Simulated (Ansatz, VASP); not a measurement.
Cd: VASP beside Ansatz

File INCAR:

```
PREC     = Accurate       # precision mode
ENCUT    = 520            # plane-wave cutoff, eV
EDIFF    = 1E-7           # SCF threshold, eV
ISMEAR   = 0              # smearing method
SIGMA    = 0.1            # smearing width, eV
LREAL    = F              # projectors in reciprocal space
LASPH    = T              # aspherical terms in the spheres
NELM     = 60             # most SCF steps
ALGO     = Fast           # electronic algorithm
ISIF     = 2              # what is computed and relaxed
LWAVE    = F              # write WAVECAR
LCHARG   = T              # write CHGCAR
GGA      = PE             # functional
LELF     = T              # ELF
LVHAR    = T            
NBANDS   = 12             # bands
```

The input KPOINTS:

```
regular mesh
0
Gamma
  14 14 14
```

Contents of POSCAR:

```
Cd
1.0
   -1.6955341373      1.7393213992      1.7752219578
    1.6906094086     -1.7053835947      1.7363594246
    1.7669070173      1.7767564747     -1.7412841534
Cd
1
Direct
    0.0000000000      0.0000000000      0.0000000000
```

Input for Ansatz:

```yaml
crystal:
  lattice:
    - [-1.6955341373, 1.7393213992, 1.7752219578]
    - [1.6906094086, -1.7053835947, 1.7363594246]
    - [1.7669070173, 1.7767564747, -1.7412841534]
  atoms:
    - { symbol: Cd, position: [0.0, 0.0, 0.0] }
basis:
  ecutwfc: 420
kpoints:
  mp_grid: { grid: [14, 14, 14] }
hamiltonian:
  xc: pbe
scf:
  occupations: { method: gaussian, width: 0.1 }
output:
  forces: true
  stress: true
  eigenvalues: true
```

Alike in both runs: task single point; functional PBE; k mesh 14 × 14 × 14; occupations gaussian, width 0.1 eV; no spin polarisation.

|  | VASP | Ansatz |
| --- | --- | --- |
| version | VASP 6.6.1 | Ansatz 0.2.0 |
| potentials or method | VASP PAW PBE potentials, release 64 (Cd), cutoff 520 eV | scalar-relativistic, plane waves, PAW |
| valence electrons in the cell | 12 | 20 |

```csv
,VASP,Ansatz,Ansatz less VASP
gap on the k mesh at the Fermi level (eV),none,none,-
pressure (GPa),4.8,4.5,-0.34
"traceless stress, the component that is largest in VASP (GPa)",-0.56,-0.56,+0.002
```

A gap of «none» marks a metal or a gap that the smearing closes. VASP's potentials hold 12 valence electrons a cell and Ansatz's 20, so a difference there can come from the potentials and not from the codes.
